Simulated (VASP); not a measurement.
A run of VASP 6.6.1 is set up as follows.

INCAR

```
  ALGO = Normal
  EDIFF = 1E-7
  ENCUT = 520
  ISIF = 2
  ISMEAR = 0
  LASPH = T
  LCHARG = F
  LREAL = F
  LWAVE = F
  NBANDS = 21
  NELM = 100
  PREC = Accurate
  SIGMA = 0.05
```

File KPOINTS:

```
k-points
0
Gamma
  8 8 6
```

Contents of POSCAR:

```
AlGaN2
1.0
    3.1565814339      0.0000000000      0.0000000000
    0.0000000000      3.1565814339      0.0000000000
    0.0000000000      0.0000000000      4.4238379400
Al Ga N
1 1 2
Direct
    0.5000000000      0.5000000000      0.5000000000
    0.0000000000      0.0000000000      0.0000000000
    0.5000000000      0.0000000000      0.7382648100
    0.0000000000      0.5000000000      0.2617351900
```

Potentials or basis: VASP PAW LDA potentials, release 64 (Al, Ga_d, N).

Run with:

```sh
$ cat potpaw_LDA.64/Al/POTCAR potpaw_LDA.64/Ga_d/POTCAR potpaw_LDA.64/N/POTCAR > POTCAR
$ mpirun -np 1 vasp_std > vasp.out
```

(1) Estimate the band gap on the k mesh.

(2) Predict the largest force.

## Answers

(1) 2.80 eV, direct.

(2) 0.157 eV/Å.

Caveat: the cell differs from its parent crystal (strain +0.0050 x Voigt [1, 1, 0, 0, 0, 0]).
